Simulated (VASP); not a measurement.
**MgO: single point with PBEsol**

The system is MgO.

```xyz
4
Lattice="3.4948 0.0000 0.0000 -1.7474 3.0266 0.0000 0.0000 0.0000 4.2646" Properties=species:S:1:pos:R:3 pbc="T T T"
Mg    1.7474    1.0089    3.1984
Mg    0.0000    2.0177    1.0661
O     1.7474    1.0089    1.0661
O     0.0000    2.0177    3.1984
```

| Property | Result |
| --- | --- |
| Program | VASP 6.6.1 |
| Task | single point |
| Functional | PBEsol |
| Potentials or basis | VASP PAW PBE potentials, release 64 (Mg, O) |
| Cutoff | 520 eV |
| k mesh | 9 × 9 × 6 |
| Occupations | gaussian, width 0.05 eV |
| Spin | no spin polarisation |
| Dipole correction | no |
| Further INCAR settings | ALGO = Normal; EDIFF = 1e-06; NBANDS = 16 |

* Pressure: -2.5 GPa
* Band gap on the k mesh: 3.16 eV, direct

Stress tensor (GPa, compression positive):
```
-1.63  0.00  0.00
 0.00 -1.63  0.00
 0.00  0.00 -4.39
```

Levels at points of the mesh, in eV from the valence-band top:
```
           k point  band 4  band 5  band 6  band 7  band 8  band 9  band 10  band 11  band 12  band 13
(0.00, 0.00, 0.00)   -1.70   -1.70   -0.83   -0.83    0.00    3.16     9.10    11.72    12.34    12.34
(0.00, 0.00, 0.50)   -2.43   -1.28   -1.28   -1.28   -1.28    6.18     6.18    12.70    12.70    12.70
```

It took 30 s on 1 thread of Intel(R) Xeon(R) Platinum 8488C (Sapphire Rapids) (shared host), peak memory 0.17 GiB.

Caveat: the PAW data sets were made with another functional, which shifts forces and pressure a little.
